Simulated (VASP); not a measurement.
Input of a VASP 6.6.1 run:

File INCAR:

```
PREC     = Accurate       # precision mode
ENCUT    = 520            # plane-wave cutoff, eV
EDIFF    = 1E-7           # SCF threshold, eV
ISMEAR   = 0              # smearing method
SIGMA    = 0.1            # smearing width, eV
LREAL    = False          # projectors in reciprocal space
LASPH    = True           # aspherical terms in the spheres
NELM     = 60             # most SCF steps
ALGO     = Fast           # electronic algorithm
ISIF     = 2              # what is computed and relaxed
LWAVE    = False          # write WAVECAR
LCHARG   = True           # write CHGCAR
GGA      = PE             # functional
LELF     = True           # ELF
LVHAR    = True         
NBANDS   = 23             # bands
```

Contents of KPOINTS:

```
Automatic mesh
0
Gamma
  8 8 8
```

Contents of POSCAR:

```
Rb3Al
1.0
    6.1032802425      0.0000000000      0.0000000000
    0.0000000000      6.1032802425      0.0000000000
    0.0000000000      0.0000000000      6.1032802425
Rb Al
3 1
Direct
    0.0000000000      0.5000000000      0.5000000000
    0.5000000000      0.0000000000      0.5000000000
    0.5000000000      0.5000000000      0.0000000000
    0.0000000000      0.0000000000      0.0000000000
```

Potentials or basis: VASP PAW PBE potentials, release 64 (Rb_sv, Al).

Run with:

```console
$ cat potpaw_PBE.64/Rb_sv/POTCAR potpaw_PBE.64/Al/POTCAR > POTCAR
$ mpirun -np 1 vasp_std > vasp.out
```

(1) Estimate the band gap on the k mesh.

(2) Estimate the pressure.

Results:

(1) zero (bands 15 and 16 overlap by 0.75 eV).

(2) 0.0 GPa.
